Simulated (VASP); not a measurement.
# C (Fd-3m) in VASP: notebook

Runs on C. Level: PBEsol. Tasks: single point.

Program: VASP 6.6.1. These are calculated values, not measurements. Logs are shortened: lines on timing, memory, paths and dates and some standing lists are left out, and cuts for length are marked.

## (1) The cell of the first run

The structure is cubic, space group Fd-3m (No. 227). The conventional cell has a = 3.469 Å, b = 3.469 Å, c = 3.469 Å, α = 90.00°, β = 90.00°, γ = 90.00°. C (site symmetry -43m) has 4 C at 1.50 Å within 2.0 Å.

## (2) Single point, PBEsol

INCAR

```
SYSTEM = C
PREC     = Accurate       ! precision mode
ENCUT    = 520            ! plane-wave cutoff, eV
EDIFF    = 1E-6           ! SCF threshold, eV
ISMEAR   = 0              ! smearing method
SIGMA    = 0.01           ! smearing width, eV
LREAL    = .False.        ! projectors in reciprocal space
LASPH    = .True.         ! aspherical terms in the spheres
NELM     = 80             ! most SCF steps
ALGO     = Normal         ! electronic algorithm
ISIF     = 2              ! what is computed and relaxed
LWAVE    = .False.        ! write WAVECAR
LCHARG   = .False.        ! write CHGCAR
GGA      = PS             ! functional
NBANDS   = 11             ! bands
```

KPOINTS

```
regular mesh
0
Gamma
  10 10 10
  0 0 0
```

POSCAR

```
C
1.0
    0.0000000000      1.7344857350      1.7344857350
    1.7344857350      0.0000000000      1.7344857350
    1.7344857350      1.7344857350      0.0000000000
C
2
Direct
    0.0000000000      0.0000000000      0.0000000000
    0.2500000000      0.2500000000      0.2500000000
```

Potentials or basis: VASP PAW PBE potentials, release 64 (C).

Started as:

```bash
$ cat potpaw_PBE.64/C/POTCAR > POTCAR
$ mpirun -np 1 vasp_std > vasp.out
```

OUTCAR:

```text
SYSTEM = C
   PREC = Accurate
   ENCUT = 520
   EDIFF = 1E-6
   ISMEAR = 0
   LREAL = .False.
   LASPH = .True.
   NELM = 80
   ISIF = 2
   GGA = PS

 ion  position               nearest neighbor table
   1  0.000  0.000  0.000-   2 1.50   2 1.50   2 1.50   2 1.50
   2  0.250  0.250  0.250-   1 1.50   1 1.50   1 1.50   1 1.50

  LATTYP: Found a face centered cubic cell.
 ALAT       =     3.4689714700

  Lattice vectors:

 A1 = (   0.0000000000,   1.7344857350,   1.7344857350)
 A2 = (   1.7344857350,   0.0000000000,   1.7344857350)
 A3 = (   1.7344857350,   1.7344857350,   0.0000000000)

Analysis of symmetry for initial positions (statically):
=====================================================================
 Subroutine PRICEL returns:
 Original cell was already a primitive cell.

 Routine SETGRP: Setting up the symmetry group for a
 face centered cubic supercell.

 Subroutine GETGRP returns: Found 48 space group operations
 (whereof 24 operations were pure point group operations)
 out of a pool of 48 trial point group operations.

The static configuration has the point symmetry T_d .
 The point group associated with its full space group is O_h .

Analysis of symmetry for dynamics (positions and initial velocities):
=====================================================================
 Subroutine PRICEL returns:
 Original cell was already a primitive cell.

 Routine SETGRP: Setting up the symmetry group for a
 face centered cubic supercell.

 Subroutine GETGRP returns: Found 48 space group operations
 (whereof 24 operations were pure point group operations)
 out of a pool of 48 trial point group operations.

The dynamic configuration has the point symmetry T_d .
 The point group associated with its full space group is O_h .

 Subroutine INISYM returns: Found 48 space group operations
 (whereof 24 operations are pure point group operations),
 and found     1 'primitive' translations

----------------------------------------------------------------------------------------

                                     Primitive cell

  volume of cell :      10.4362

  direct lattice vectors                    reciprocal lattice vectors
     0.000000000  1.734485735  1.734485735    -0.288269883  0.288269883  0.288269883
     1.734485735  0.000000000  1.734485735     0.288269883 -0.288269883  0.288269883
     1.734485735  1.734485735  0.000000000     0.288269883  0.288269883 -0.288269883

  length of vectors
     2.452933250  2.452933250  2.452933250     0.499298084  0.499298084  0.499298084

  position of ions in fractional coordinates (direct lattice)
     0.000000000  0.000000000  0.000000000
     0.250000000  0.250000000  0.250000000

  ion indices of the primitive-cell ions
   primitive index   ion index
                 1           1
                 2           2

----------------------------------------------------------------------------------------

 KPOINTS: regular mesh

Automatic generation of k-mesh.
 Grid dimensions read from file:
 generate k-points for:   10   10   10

 Generating k-lattice:

  Cartesian coordinates                     Fractional coordinates (reciprocal lattice)
    -0.028826988  0.028826988  0.028826988     0.100000000  0.000000000  0.000000000
     0.028826988 -0.028826988  0.028826988     0.000000000  0.100000000  0.000000000
     0.028826988  0.028826988 -0.028826988     0.000000000  0.000000000  0.100000000

  Length of vectors
     0.049929808  0.049929808  0.049929808

  Shift w.r.t. Gamma in fractional coordinates (k-lattice)
     0.000000000  0.000000000  0.000000000

 Subroutine IBZKPT returns following result:
 ===========================================

 Found     47 irreducible k-points:

 Following reciprocal coordinates:
            Coordinates               Weight
  0.000000  0.000000  0.000000      1.000000
  0.100000  0.000000  0.000000      8.000000
  0.200000  0.000000  0.000000      8.000000
  0.300000  0.000000  0.000000      8.000000
  0.400000  0.000000  0.000000      8.000000
  0.500000  0.000000  0.000000      4.000000
[... 16 lines left out ...]
  0.300000  0.300000  0.000000      6.000000
  0.400000  0.300000  0.000000     24.000000
 [... further k-points ...]
   k-points           NKPTS =     47   k-points in BZ     NKDIM =     47   number of bands    NBANDS=     11
   number of dos      NEDOS =    301   number of ions     NIONS =      2
   total plane-waves  NPLWV =   5832
   dimension x,y,z NGX =    18 NGY =   18 NGZ =   18
   dimension x,y,z NGXF=    36 NGYF=   36 NGZF=   36
   ions per type =               2
   NGX,Y,Z   is equivalent  to a cutoff of  12.20, 12.20, 12.20 a.u.
   NGXF,Y,Z  is equivalent  to a cutoff of  24.40, 24.40, 24.40 a.u.
 SYSTEM =  C
   PREC   = accura    normal or accurate (medium, high low for compatibility)
   ISTART =      0    job   : 0-new  1-cont  2-samecut
   ICHARG =      2    charge: 1-file 2-atom 10-const
   ISPIN  =      1    spin polarized calculation?
   LNONCOLLINEAR =      F non collinear calculations
   LSORBIT =      F    spin-orbit coupling
   LASPH  =      T    aspherical Exc in radial PAW
   ENCUT  =  520.0 eV  38.22 Ry    6.18 a.u.   4.56  4.56  4.56*2*pi/ulx,y,z
   NELM   =     80;   NELMIN=  2; NELMDL= -5     # of ELM steps
   EDIFF  = 0.1E-05   stopping-criterion for ELM
   LREAL  =      F    real-space projection
   EDIFFG = 0.1E-04   stopping-criterion for IOM
   NSW    =      0    number of steps for IOM
   IBRION =     -1    ionic relax: 0-MD 1-quasi-New 2-CG
   NFREE  =      0    steps in history (QN), initial steepest desc. (CG)
   ISIF   =      2    stress and relaxation
   ISYM   =      2    0-nonsym 1-usesym 2-fastsym
   POTIM  = 0.5000    time-step for ionic-motion
   TEBEG  =    0.0;   TEEND  =   0.0 temperature during run
   PSTRESS=    0.0 pullay stress
   NELECT =       8.0000    total number of electrons
   NUPDOWN=      -1.0000    fix difference up-down
   EMIN   =  10.00;   EMAX   =-10.00  energy-range for DOS
   EFERMI =   0.00;   METHOD = LEGACY
   ISMEAR =     0;   SIGMA  =   0.01  broadening in eV -4-tet -1-fermi 0-gaus
   EFERMI_NEDOS =   21; number of points for ismear=-14 and -15
   IALGO  =     38    algorithm
   IMIX   =      4    mixing-type and parameters
     AMIX     =   0.40;   BMIX     =  1.00
     AMIX_MAG =   1.60;   BMIX_MAG =  1.00
  volume/ion in A,a.u.               =       5.22        35.21
  Fermi-wavevector in a.u.,A,eV,Ry     =   1.498272  2.831324 30.542630  2.244820
  Thomas-Fermi vector in A             =   2.610053
   LORBIT       =      0    0 simple, 1 ext, 2 COOP (PROOUT), +10 PAW based schemes
   GGA     = PS    functional components
   LHFCALC =     F    Hartree Fock is set to
   AEXX    =    0.0000 exact exchange contribution
   IVDW    =     0    specifies the selected vdW correction
   LEPSILON=     F    determine dielectric tensor
   LRPA    =     F    only Hartree local field effects (RPA)
 non-spin polarized calculation
 Gauss-broadening in eV      SIGMA  =   0.01
  energy-cutoff  :      520.00
  volume of cell :       10.44
 maximum number of plane-waves:       292
   NGX =  9   NGY =  9   NGZ =  9

 number of electron       7.9999999 magnetization

 Free energy of the ion-electron system (eV)
  ---------------------------------------------------
  ext. energy  EPLUGINS =         0.00000000
  ---------------------------------------------------
  free energy    TOTEN  =       -19.15604443 eV

  energy without entropy =      -19.15604443  energy(sigma->0) =      -19.15604443

 E-fermi :  11.1909     XC(G=0): -13.8484

 val. band max:       10.9530087423   @ k =   0.0000   0.0000   0.0000
 cond. band min:      15.1723512533   @ k =   0.4000   0.4000   0.0000
 fundamental gap:      4.2193425111
 Fermi energy:        11.1908621171

 k-point     1 :       0.0000    0.0000    0.0000
  band No.  band energies     occupation
      1     -11.7225      2.00000
      2      10.9530      2.00000
      3      10.9530      2.00000
      4      10.9530      2.00000
      5      16.7227      0.00000
      6      16.7227      0.00000
      7      16.7227      0.00000
      8      26.2714      0.00000
      9      31.0248      0.00000
     10      38.3676      0.00000
     11      38.3676      0.00000

 k-point     2 :       0.1000    0.0000    0.0000
  band No.  band energies     occupation
      1     -11.4290      2.00000
      2       9.1495      2.00000
      3      10.4596      2.00000
      4      10.4596      2.00000
      5      17.3691      0.00000
      6      17.3691      0.00000
      7      17.8143      0.00000
      8      26.3909      0.00000
      9      31.4888      0.00000
     10      35.5493      0.00000
     11      35.5493      0.00000

 k-point     3 :       0.2000    0.0000    0.0000
  band No.  band energies     occupation
      1     -10.5528      2.00000
      2       5.7364      2.00000
      3       9.5053      2.00000
      4       9.5053      2.00000
      5      18.5886      0.00000
      6      18.5886      0.00000
      7      19.2979      0.00000
      8      26.7002      0.00000
      9      32.2938      0.00000
     10      33.9440      0.00000
     11      33.9440      0.00000
[... 267 lines left out ...]
 k-point    23 :       0.3000    0.3000    0.0000
  band No.  band energies     occupation
      1      -8.2473      2.00000
      2       4.7027      2.00000
      3       5.6153      2.00000
      4       5.6153      2.00000
      5      15.2825      0.00000
      6      19.7914      0.00000
      7      24.9302      0.00000
      8      24.9302      0.00000
      9      33.4704      0.00000
     10      34.8584      0.00000
     11      42.8229      0.00000

 k-point    24 :       0.4000    0.3000    0.0000
  band No.  band energies     occupation
      1      -6.8403      2.00000
      2       2.5808      2.00000
      3       4.4440      2.00000
      4       5.1092      2.00000
      5      15.8544      0.00000
      6      19.0998      0.00000
      7      25.9915      0.00000
      8      26.1402      0.00000
      9      34.3035      0.00000
     10      35.0031      0.00000
     11      42.9006      0.00000

 [... further k-points ...]

------------------------ aborting loop because EDIFF is reached ----------------------------------------

  FORCE on cell =-STRESS in cart. coord.  units (eV):
  Direction    XX          YY          ZZ          XY          YZ          ZX
  --------------------------------------------------------------------------------------
  -------------------------------------------------------------------------------------
  Total        2.5207675      2.5207675      2.5207675      0.0000000     -0.0000000      0.0000000
  in kB      386.9912796    386.9912796    386.9912796      0.0000000     -0.0000000      0.0000000
  external PRESSURE =     386.9912796 kB  Pullay stress =       0.0000000 kB

 VOLUME and BASIS-vectors are now :
 -----------------------------------------------------------------------------
  energy-cutoff  :      520.00
  volume of cell :       10.44
      direct lattice vectors                 reciprocal lattice vectors
     0.000000000  1.734485735  1.734485735    -0.288269883  0.288269883  0.288269883
     1.734485735  0.000000000  1.734485735     0.288269883 -0.288269883  0.288269883
     1.734485735  1.734485735  0.000000000     0.288269883  0.288269883 -0.288269883

 POSITION                                       TOTAL-FORCE (eV/Angst)
 -----------------------------------------------------------------------------------
      0.00000      0.00000      0.00000        -0.000000      0.000000      0.000000
      0.86724      0.86724      0.86724         0.000000     -0.000000     -0.000000
 -----------------------------------------------------------------------------------
    total drift:                               -0.000000     -0.000000     -0.000000

  FREE ENERGIE OF THE ION-ELECTRON SYSTEM (eV)
  ---------------------------------------------------
  free  energy   TOTEN  =       -19.1560444320 eV

  energy  without entropy=      -19.1560444320  energy(sigma->0) =      -19.15604443
```

Run time: 5 s. Hardware: 1 thread of Intel Xeon 8259CL, shared host; peak memory 0.11 GiB.

What came out:

| Item | Value |
| --- | --- |
| Free energy | -19.1560 eV |
| Pressure | 38.7 GPa |
| Band gap on the k mesh | 4.22 eV, indirect (least direct gap 5.77 eV) |

Levels at points of the mesh, in eV from the valence-band top:
```tsv
k point	band 1	band 2	band 3	band 4	band 5	band 6	band 7	band 8
(0.00, 0.00, 0.00)	-22.68	0.00	0.00	0.00	5.77	5.77	5.77	15.32
(0.50, 0.00, 0.00)	-16.35	-14.43	-3.03	-3.03	8.73	8.73	10.00	16.22
(0.50, 0.50, 0.00)	-13.39	-13.39	-6.86	-6.86	4.77	4.77	18.09	18.09
```

Caveat: the PAW data sets were made with another functional, which shifts forces and pressure a little.

(Continued in part 2 of 2.)
